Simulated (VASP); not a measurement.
# Pt (Fm-3m) in VASP: notebook

The runs below take Pt through relaxation of cell and atoms, single point, with LDA.

Program: VASP 6.6.1. These are calculated values, not measurements. Logs are shortened: lines on timing, memory, paths and dates and some standing lists are left out, and cuts for length are marked.

## 1. The cell of the first run

The structure is cubic, space group Fm-3m (No. 225). The conventional cell has a = 3.922 Å, b = 3.922 Å, c = 3.922 Å, α = 90.00°, β = 90.00°, γ = 90.00°. Pt (site symmetry m-3m) has 12 Pt at 2.77 Å within 3.7 Å.

## 2. Relaxation of cell and atoms, LDA

INCAR

```
SYSTEM = Pt
PREC = Accurate
ENCUT = 600
EDIFF = 1E-6
ISMEAR = 0
SIGMA = 0.1
LREAL = .FALSE.
LASPH = .TRUE.
NELM = 80
ALGO = Normal
ISIF = 3
LWAVE = .FALSE.
LCHARG = .FALSE.
GGA = CA
IBRION = 2
NSW = 100
EDIFFG = -0.005
```

KPOINTS

```
regular mesh
0
G
  18 18 18
  0 0 0
```

POSCAR

```
Pt
1.0
    0.0000000000      1.9609000000      1.9609000000
    1.9609000000      0.0000000000      1.9609000000
    1.9609000000      1.9609000000      0.0000000000
Pt
1
Direct
    0.0000000000      0.0000000000      0.0000000000
```

Potentials or basis: VASP PAW LDA potentials, release 64 (Pt).

On the command line:

```bash
> cat potpaw_LDA.64/Pt/POTCAR > POTCAR
> mpirun -np 1 vasp_std > vasp.out
```

OUTCAR:

```text
SYSTEM = Pt
   PREC = Accurate
   ENCUT = 600
   EDIFF = 1E-6
   ISMEAR = 0
   LREAL = .FALSE.
   LASPH = .TRUE.
   NELM = 80
   ISIF = 3
   GGA = CA
   IBRION = 2
   NSW = 100
   EDIFFG = -0.005

 ion  position               nearest neighbor table
   1  0.000  0.000  0.000-

  LATTYP: Found a face centered cubic cell.
 ALAT       =     3.9218000000

  Lattice vectors:

 A1 = (   0.0000000000,   1.9609000000,   1.9609000000)
 A2 = (   1.9609000000,   0.0000000000,   1.9609000000)
 A3 = (   1.9609000000,   1.9609000000,   0.0000000000)

Analysis of symmetry for initial positions (statically):
=====================================================================
 Subroutine PRICEL returns:
 Original cell was already a primitive cell.

 Routine SETGRP: Setting up the symmetry group for a
 face centered cubic supercell.

 Subroutine GETGRP returns: Found 48 space group operations
 (whereof 48 operations were pure point group operations)
 out of a pool of 48 trial point group operations.

The static configuration has the point symmetry O_h .

Analysis of symmetry for dynamics (positions and initial velocities):
=====================================================================
 Subroutine PRICEL returns:
 Original cell was already a primitive cell.

 Routine SETGRP: Setting up the symmetry group for a
 face centered cubic supercell.

 Subroutine GETGRP returns: Found 48 space group operations
 (whereof 48 operations were pure point group operations)
 out of a pool of 48 trial point group operations.

The dynamic configuration has the point symmetry O_h .

 Subroutine INISYM returns: Found 48 space group operations
 (whereof 48 operations are pure point group operations),
 and found     1 'primitive' translations

----------------------------------------------------------------------------------------

                                     Primitive cell

  volume of cell :      15.0798

  direct lattice vectors                    reciprocal lattice vectors
     0.000000000  1.960900000  1.960900000    -0.254984956  0.254984956  0.254984956
     1.960900000  0.000000000  1.960900000     0.254984956 -0.254984956  0.254984956
     1.960900000  1.960900000  0.000000000     0.254984956  0.254984956 -0.254984956

  length of vectors
     2.773131374  2.773131374  2.773131374     0.441646899  0.441646899  0.441646899

  position of ions in fractional coordinates (direct lattice)
     0.000000000  0.000000000  0.000000000

  ion indices of the primitive-cell ions
   primitive index   ion index
                 1           1

----------------------------------------------------------------------------------------

 KPOINTS: regular mesh

Automatic generation of k-mesh.
 Grid dimensions read from file:
 generate k-points for:   18   18   18

 Generating k-lattice:

  Cartesian coordinates                     Fractional coordinates (reciprocal lattice)
    -0.014165831  0.014165831  0.014165831     0.055555556  0.000000000  0.000000000
     0.014165831 -0.014165831  0.014165831     0.000000000  0.055555556  0.000000000
     0.014165831  0.014165831 -0.014165831     0.000000000  0.000000000  0.055555556

  Length of vectors
     0.024535939  0.024535939  0.024535939

  Shift w.r.t. Gamma in fractional coordinates (k-lattice)
     0.000000000  0.000000000  0.000000000

 Subroutine IBZKPT returns following result:
 ===========================================

 Found    195 irreducible k-points:

 Following reciprocal coordinates:
            Coordinates               Weight
  0.000000  0.000000  0.000000      1.000000
  0.055556  0.000000  0.000000      8.000000
  0.111111  0.000000  0.000000      8.000000
  0.166667  0.000000  0.000000      8.000000
  0.222222  0.000000  0.000000      8.000000
  0.277778  0.000000  0.000000      8.000000
[... 16 lines left out ...]
 -0.277778  0.055556  0.000000     24.000000
 -0.222222  0.055556  0.000000     24.000000
 [... further k-points ...]
   k-points           NKPTS =    195   k-points in BZ     NKDIM =    195   number of bands    NBANDS=      9
   number of dos      NEDOS =    301   number of ions     NIONS =      1
   total plane-waves  NPLWV =  13824
   dimension x,y,z NGX =    24 NGY =   24 NGZ =   24
   dimension x,y,z NGXF=    48 NGYF=   48 NGZF=   48
   ions per type =               1
   NGX,Y,Z   is equivalent  to a cutoff of  14.39, 14.39, 14.39 a.u.
   NGXF,Y,Z  is equivalent  to a cutoff of  28.78, 28.78, 28.78 a.u.
 SYSTEM =  Pt
   PREC   = accura    normal or accurate (medium, high low for compatibility)
   ISTART =      0    job   : 0-new  1-cont  2-samecut
   ICHARG =      2    charge: 1-file 2-atom 10-const
   ISPIN  =      1    spin polarized calculation?
   LNONCOLLINEAR =      F non collinear calculations
   LSORBIT =      F    spin-orbit coupling
   LASPH  =      T    aspherical Exc in radial PAW
   ENCUT  =  600.0 eV  44.10 Ry    6.64 a.u.   5.54  5.54  5.54*2*pi/ulx,y,z
   NELM   =     80;   NELMIN=  2; NELMDL= -5     # of ELM steps
   EDIFF  = 0.1E-05   stopping-criterion for ELM
   LREAL  =      F    real-space projection
   EDIFFG = -.5E-02   stopping-criterion for IOM
   NSW    =    100    number of steps for IOM
   IBRION =      2    ionic relax: 0-MD 1-quasi-New 2-CG
   NFREE  =      1    steps in history (QN), initial steepest desc. (CG)
   ISIF   =      3    stress and relaxation
   ISYM   =      2    0-nonsym 1-usesym 2-fastsym
   POTIM  = 0.5000    time-step for ionic-motion
   TEBEG  =    0.0;   TEEND  =   0.0 temperature during run
   PSTRESS=    0.0 pullay stress
   NELECT =      10.0000    total number of electrons
   NUPDOWN=      -1.0000    fix difference up-down
   EMIN   =  10.00;   EMAX   =-10.00  energy-range for DOS
   EFERMI =   0.00;   METHOD = LEGACY
   ISMEAR =     0;   SIGMA  =   0.10  broadening in eV -4-tet -1-fermi 0-gaus
   EFERMI_NEDOS =   21; number of points for ismear=-14 and -15
   IALGO  =     38    algorithm
   IMIX   =      4    mixing-type and parameters
     AMIX     =   0.40;   BMIX     =  1.00
     AMIX_MAG =   1.60;   BMIX_MAG =  1.00
  volume/ion in A,a.u.               =      15.08       101.76
  Fermi-wavevector in a.u.,A,eV,Ry     =   1.427609  2.697791 27.729605  2.038068
  Thomas-Fermi vector in A             =   2.547760
   LORBIT       =      0    0 simple, 1 ext, 2 COOP (PROOUT), +10 PAW based schemes
   GGA     = CA    functional components
   LHFCALC =     F    Hartree Fock is set to
   AEXX    =    0.0000 exact exchange contribution
   IVDW    =     0    specifies the selected vdW correction
   LEPSILON=     F    determine dielectric tensor
   LRPA    =     F    only Hartree local field effects (RPA)
 conjugate gradient relaxation of ions
 non-spin polarized calculation
 Gauss-broadening in eV      SIGMA  =   0.10
  energy-cutoff  :      600.00
  volume of cell :       15.08
 maximum number of plane-waves:       531
 NGX is ok and might be reduce to    24
   NGX = 11   NGY = 11   NGZ = 11

--------------------------------------- Ionic step        1  -------------------------------------------

 number of electron      10.0000000 magnetization

 Free energy of the ion-electron system (eV)
  ---------------------------------------------------
  ext. energy  EPLUGINS =         0.00000000
  ---------------------------------------------------
  free energy    TOTEN  =        -7.50238956 eV

  energy without entropy =       -7.49171087  energy(sigma->0) =       -7.49705022

------------------------ aborting loop because EDIFF is reached ----------------------------------------

  FORCE on cell =-STRESS in cart. coord.  units (eV):
  Direction    XX          YY          ZZ          XY          YZ          ZX
  --------------------------------------------------------------------------------------
  -------------------------------------------------------------------------------------
  Total       -0.5143667     -0.5143667     -0.5143667      0.0000000      0.0000000      0.0000000
  in kB      -54.6496179    -54.6496179    -54.6496179      0.0000000      0.0000000      0.0000000
  external PRESSURE =     -54.6496179 kB  Pullay stress =       0.0000000 kB

 VOLUME and BASIS-vectors are now :
 -----------------------------------------------------------------------------
  energy-cutoff  :      600.00
  volume of cell :       15.08
      direct lattice vectors                 reciprocal lattice vectors
     0.000000000  1.960900000  1.960900000    -0.254984956  0.254984956  0.254984956
     1.960900000  0.000000000  1.960900000     0.254984956 -0.254984956  0.254984956
     1.960900000  1.960900000  0.000000000     0.254984956  0.254984956 -0.254984956
[... 71 lines left out ...]
 POSITION                                       TOTAL-FORCE (eV/Angst)
 -----------------------------------------------------------------------------------
      0.00000      0.00000      0.00000         0.000000     -0.000000      0.000000
 -----------------------------------------------------------------------------------
    total drift:                               -0.000000      0.000000     -0.000000

  FREE ENERGIE OF THE ION-ELECTRON SYSTEM (eV)
  ---------------------------------------------------
  free  energy   TOTEN  =        -7.5072616456 eV

  energy  without entropy=       -7.4968974914  energy(sigma->0) =       -7.50207957

--------------------------------------- Ionic step        4  -------------------------------------------

 number of electron       9.9999999 magnetization

 Free energy of the ion-electron system (eV)
  ---------------------------------------------------
  ext. energy  EPLUGINS =         0.00000000
  ---------------------------------------------------
  free energy    TOTEN  =        -7.50726408 eV

  energy without entropy =       -7.49690644  energy(sigma->0) =       -7.50208526

 E-fermi :  11.5117     XC(G=0): -13.7969

 val. band max:       11.5069466441   @ k =  -0.3333   0.3889   0.1111
 cond. band min:      11.5246901336   @ k =   0.3889   0.2222   0.0000
 fundamental gap:      0.0177434894
 Fermi energy:        11.5117380275

 k-point     1 :       0.0000    0.0000    0.0000
  band No.  band energies     occupation
      1       1.0506      2.00000
      2       7.5708      2.00000
      3       7.5708      2.00000
      4       7.5708      2.00000
      5       9.8313      2.00000
      6       9.8313      2.00000
      7      26.0756      0.00000
      8      31.1034      0.00000
      9      31.1034      0.00000

 k-point     2 :       0.0556    0.0000    0.0000
  band No.  band energies     occupation
      1       1.1776      2.00000
      2       7.5126      2.00000
      3       7.6222      2.00000
      4       7.6222      2.00000
      5       9.8015      2.00000
      6       9.8015      2.00000
      7      26.2782      0.00000
      8      30.4455      0.00000
      9      31.3024      0.00000
[... 253 lines left out ...]
 k-point    24 :      -0.2222    0.0556    0.0000
  band No.  band energies     occupation
      1       3.1265      2.00000
      2       7.0671      2.00000
      3       7.9816      2.00000
      4       8.0504      2.00000
      5       9.6181      2.00000
      6      10.3266      2.00000
      7      25.2848      0.00000
      8      28.0969      0.00000
      9      32.7263      0.00000

 [... further k-points ...]

------------------------ aborting loop because EDIFF is reached ----------------------------------------

  FORCE on cell =-STRESS in cart. coord.  units (eV):
  Direction    XX          YY          ZZ          XY          YZ          ZX
  --------------------------------------------------------------------------------------
  -------------------------------------------------------------------------------------
  Total       -0.0008530     -0.0008530     -0.0008530      0.0000000      0.0000000      0.0000000
  in kB       -0.0923349     -0.0923349     -0.0923349      0.0000000      0.0000000      0.0000000
  external PRESSURE =      -0.0923349 kB  Pullay stress =       0.0000000 kB

 VOLUME and BASIS-vectors are now :
 -----------------------------------------------------------------------------
  energy-cutoff  :      600.00
  volume of cell :       14.80
      direct lattice vectors                 reciprocal lattice vectors
     0.000000000  1.948710370  1.948710370    -0.256579945  0.256579945  0.256579945
     1.948710370 -0.000000000  1.948710370     0.256579945 -0.256579945  0.256579945
     1.948710370  1.948710370 -0.000000000     0.256579945  0.256579945 -0.256579945

 POSITION                                       TOTAL-FORCE (eV/Angst)
 -----------------------------------------------------------------------------------
      0.00000      0.00000      0.00000        -0.000000      0.000000     -0.000000
 -----------------------------------------------------------------------------------
    total drift:                               -0.000000      0.000000      0.000000

  FREE ENERGIE OF THE ION-ELECTRON SYSTEM (eV)
  ---------------------------------------------------
  free  energy   TOTEN  =        -7.5072640784 eV

  energy  without entropy=       -7.4969064392  energy(sigma->0) =       -7.50208526

 reached required accuracy - stopping structural energy minimisation
```

Run time: 73 s. Hardware: 1 thread of Intel Xeon Platinum 8259CL at 2.50GHz (Skylake/Cascade Lake), shared host; peak memory 0.17 GiB.

What came out:

```
Free energy                            : -7.5073 eV
Relaxed volume                         : 14.80 Å³/atom
Relaxed cell                           : a = 2.756 Å, b = 2.756 Å, c = 2.756 Å, α = 60.00°, β = 60.00°, γ = 60.00°
Space group after relaxing (to 0.05 Å) : Fm-3m (No. 225)
Energy gained by relaxing              : 4.9 meV/atom
Ionic steps                            : 4
Pressure after relaxing                : 0.0 GPa
Band gap on the k mesh                 : zero (band 5 reaches 12.02 eV, above the bottom of band 6 at 9.72 eV)
```

The path:
```tsv
step	energy change (eV)	largest force (eV/Å)	pressure (GPa)	volume (Å³)
1	0.0000	0.0000	-5.46	15.08
2	0.0435	0.0000	20.22	13.98
3	-0.0049	0.0000	-0.13	14.81
4	-0.0049	0.0000	-0.01	14.80
```

Final structure:
```
CELL_PARAMETERS angstrom
0.00000 1.94871 1.94871
1.94871 0.00000 1.94871
1.94871 1.94871 0.00000
ATOMIC_POSITIONS crystal
Pt 0.00000 0.00000 0.00000
```

Levels at points of the mesh, in eV from the Fermi level:
```tsv
k point	band 1	band 2	band 3	band 4	band 5	band 6	band 7	band 8	band 9
(0.00, 0.00, 0.00)	-10.46	-3.94	-3.94	-3.94	-1.68	-1.68	14.56	19.59	19.59
(0.50, 0.00, 0.00)	-7.56	-4.00	-4.00	-0.56	0.04	0.04	5.97	14.14	19.02
(0.50, 0.50, 0.00)	-7.31	-6.86	0.03	0.51	0.51	1.73	9.07	11.39	11.39
```

Caveat: spin-orbit coupling is left out, which moves the levels of the heavy elements.

## 3. Single point, LDA

This run uses another cell than the first one, of 14.76 Å³/atom, 0.979 times its volume.

INCAR

```
PREC = Accurate ; ENCUT = 520
EDIFF = 1E-6 ; ISMEAR = 0
SIGMA = 0.1 ; LREAL = F
LASPH = T ; NELM = 80
ALGO = Fast ; ISIF = 2
LWAVE = F ; LCHARG = T
GGA = CA ; LELF = T
LVHAR = T ; NBANDS = 11
```

KPOINTS

```
regular mesh
0
Gamma
  18 18 18
```

POSCAR

```
Pt
1.0
    0.0000000000      1.9468008762      1.9468008762
    1.9468008762      0.0000000000      1.9468008762
    1.9468008762      1.9468008762      0.0000000000
Pt
1
Direct
    0.0000000000      0.0000000000      0.0000000000
```

Potentials or basis: VASP PAW LDA potentials, release 64 (Pt).

On the command line:

```bash
> cat potpaw_LDA.64/Pt/POTCAR > POTCAR
> mpirun -np 1 vasp_std > vasp.out
```

Wall time 19 s (1 thread of Intel Xeon Platinum 8488C (Sapphire Rapids), shared host); peak memory 0.14 GiB.

It converged, with:

```
Free energy            : -7.5070 eV
Pressure               : 0.8 GPa
Band gap on the k mesh : zero (band 5 reaches 12.08 eV, above the bottom of band 6 at 9.77 eV)
```

Levels at points of the mesh, in eV from the Fermi level:
| k point | band 3 | band 4 | band 5 | band 6 | band 7 | band 8 |
| --- | --- | --- | --- | --- | --- | --- |
| (0.00, 0.00, 0.00) | -3.96 | -3.96 | -1.69 | -1.69 | 14.55 | 19.60 |
| (0.50, 0.00, 0.00) | -4.02 | -0.57 | 0.05 | 0.05 | 5.99 | 14.13 |
| (0.50, 0.50, 0.00) | 0.03 | 0.51 | 0.51 | 1.72 | 9.10 | 11.40 |

Caveat: spin-orbit coupling is left out, which moves the levels of the heavy elements.

## 4. Single point, LDA

This run uses another cell than the first one, of 14.76 Å³/atom, 0.979 times its volume.

INCAR

```
ALGO = Normal
EDIFF = 1E-6
ENCUT = 500
GGA = CA
GGA_COMPAT = F
ISIF = 2
ISMEAR = 0
ISYM = 0
LASPH = T
LCHARG = T
LELF = T
LREAL = F
LVHAR = T
LWAVE = F
NBANDS = 11
NELM = 120
PREC = Accurate
SIGMA = 0.1
```

KPOINTS

```
k-points
0
Gamma
  13 13 17
```

POSCAR

```
Pt
1.0
    2.7531922012      0.0000000000      0.0000000000
    0.0000000000      2.7531922012      0.0000000000
    1.3765961006      1.3765961006      1.9468008754
Pt
1
Direct
    0.0000000000      0.0000000000      0.0000000000
```

On the command line:

```bash
> cat potpaw_LDA.64/Pt/POTCAR > POTCAR
> mpirun -np 1 vasp_std > vasp.out
```

It took 2.6 min on 1 thread of Intel Xeon Platinum 8259CL at 2.50GHz (Skylake/Cascade Lake), shared host; peak memory 0.31 GiB.

Results (log left out):

```
Free energy            : -7.5081 eV
Pressure               : 0.8 GPa
Band gap on the k mesh : zero (band 5 reaches 12.08 eV, above the bottom of band 6 at 9.77 eV)
```

Levels at points of the mesh, in eV from the Fermi level:
| k point | band 1 | band 2 | band 3 | band 4 | band 5 | band 6 | band 7 | band 8 | band 9 | band 10 |
| --- | --- | --- | --- | --- | --- | --- | --- | --- | --- | --- |
| (0.00, 0.00, 0.00) | -10.49 | -3.96 | -3.96 | -3.95 | -1.68 | -1.68 | 14.56 | 19.60 | 19.61 | 19.61 |

Caveat: spin-orbit coupling is left out, which moves the levels of the heavy elements.

## 5. Summary

| task | cell | k mesh | cutoff (eV) | gap on the mesh (eV) | pressure (GPa) |
| --- | --- | --- | --- | --- | --- |
| relaxation of cell and atoms | relaxed from a = 2.773 Å, angles 60.0°, 1 atom | 18 × 18 × 18 | 600 | none | 0.0 |
| single point | a = 2.753 Å, angles 60.0°, 1 atom | 18 × 18 × 18 | 520 | none | 0.8 |
| single point | a = 2.753 Å, angles 60.0, 60.0, 90.0°, 1 atom | 13 × 13 × 17 | 500 | none | 0.8 |

Alike in all rows: level LDA; potentials or basis VASP PAW LDA potentials, release 64 (Pt); no spin polarisation; smearing gaussian 0.1 eV.

Caveats: spin-orbit coupling is left out, which moves the levels of the heavy elements.

Absolute energies hang on the potentials; compare differences alone.
